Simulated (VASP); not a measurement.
Re, 4 atoms in the cell. The structure is hexagonal, space group P6_3/mmc (No. 194). The conventional cell has a = 2.753 Å, b = 2.753 Å, c = 8.870 Å, α = 90.00°, β = 90.00°, γ = 120.00°. Re (site symmetry -3m) has 12 Re at 2.73 to 2.75 Å within 3.6 Å. Within 3.6 Å of Re (site symmetry -6m2) lie 12 Re at 2.73 to 2.75 Å. 

```yaml
Program: VASP 6.6.1
Task: single point
Functional: PBEsol
Potentials_or_basis: VASP PAW PBE potentials, release 64 (Re)
Cutoff: 520 eV
k_mesh: 13 × 13 × 4
Occupations: fermi-dirac, width 0.1 eV
Spin: no spin polarisation
Dipole_correction: no
Further_INCAR_settings: ALGO = Normal; EDIFF = 1e-06; NBANDS = 22
```

Potentials or basis: VASP PAW PBE potentials, release 64 (Re).

Run with:

```bash
$ cat potpaw_PBE.64/Re/POTCAR > POTCAR
$ mpirun -np 1 vasp_std > vasp.out
```

Hardware: 1 thread of Intel(R) Xeon(R) Platinum 8259CL CPU @ 2.50GHz (Skylake/Cascade Lake), on a shared host.

Problem. Estimate the wall time of this run.

Solution. It took 94 s on 1 thread of Intel(R) Xeon(R) Platinum 8259CL CPU @ 2.50GHz (Skylake/Cascade Lake), with other jobs on the host, peak memory 0.21 GiB. Counts: scf iterations 14, k points 63.
